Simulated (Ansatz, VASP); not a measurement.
B2F: VASP beside Ansatz

```
B F
1.0
     0.00000    2.65485    2.65485
     2.65485    0.00000    2.65485
     2.65485    2.65485    0.00000
B F
2 1
Direct
  0.25000 0.25000 0.25000
  0.75000 0.75000 0.75000
  0.00000 0.00000 0.00000
```

Alike in both runs: task relaxation of cell and atoms; functional PBE; k mesh 16 × 16 × 16; occupations gaussian, width 0.1 eV; no spin polarisation.

|  | VASP | Ansatz |
| --- | --- | --- |
| version | VASP 6.6.1 | Ansatz 0.2.0 |
| potentials or method | VASP PAW PBE potentials, release 64 (B, F), cutoff 600 eV | scalar-relativistic, plane waves, PAW |
| valence electrons in the cell | 13 | 13 |

|  | VASP | Ansatz | Ansatz less VASP |
| --- | --- | --- | --- |
| gap on the k mesh at the Fermi level, each at its own relaxed structure (eV) | none | none | - |
| relaxed volume (Å³/atom) | 12.44 | 12.47 | +0.032 |
| relaxed cell length with the largest relative difference (Å) | 3.751 | 3.755 | +0.0033 |

A gap of «none» marks a metal or a gap that the smearing closes.
